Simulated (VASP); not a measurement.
A run of VASP 6.6.1:

File INCAR:

```
SYSTEM = WC
PREC     = Accurate       ! precision mode
ENCUT    = 910            ! plane-wave cutoff, eV
EDIFF    = 1E-6           ! SCF threshold, eV
ISMEAR   = -1             ! smearing method
SIGMA    = 0.05           ! smearing width, eV
LREAL    = .False.        ! projectors in reciprocal space
LASPH    = .True.         ! aspherical terms in the spheres
NELM     = 120            ! most SCF steps
ALGO     = Normal         ! electronic algorithm
ISIF     = 2              ! what is computed and relaxed
LWAVE    = .False.        ! write WAVECAR
LCHARG   = .False.        ! write CHGCAR
GGA      = PE             ! functional
NBANDS   = 16             ! bands
GGA_COMPAT= .False.
```

File KPOINTS:

```
regular mesh
0
Gamma
  10 10 9
  0 0 0
```

The input POSCAR:

```
WC
1.0
    2.9225709885      0.0000000000      0.0000000000
   -1.4612854943      2.5310207204      0.0000000000
    0.0000000000      0.0000000000      2.8456480622
W C
1 1
Direct
    0.0000000000      0.0000000000      0.0000000000
    0.6666666667      0.3333333333      0.5000000000
```

Potentials or basis: VASP PAW PBE potentials, release 64 (W_sv, C_h).

Launch:

```console
$ cat potpaw_PBE.64/W_sv/POTCAR potpaw_PBE.64/C_h/POTCAR > POTCAR
$ mpirun -np 1 vasp_std > vasp.out
```

Hardware: 1 thread of Intel(R) Xeon(R) Platinum 8559C (Emerald Rapids) (shared host).

**Question.** How long does it take, and how much memory?

**Answer.** Wall time 27 s on 1 thread of Intel(R) Xeon(R) Platinum 8559C (Emerald Rapids) (shared host), peak memory 0.2 GiB. Counts: scf iterations 13, k points 70.
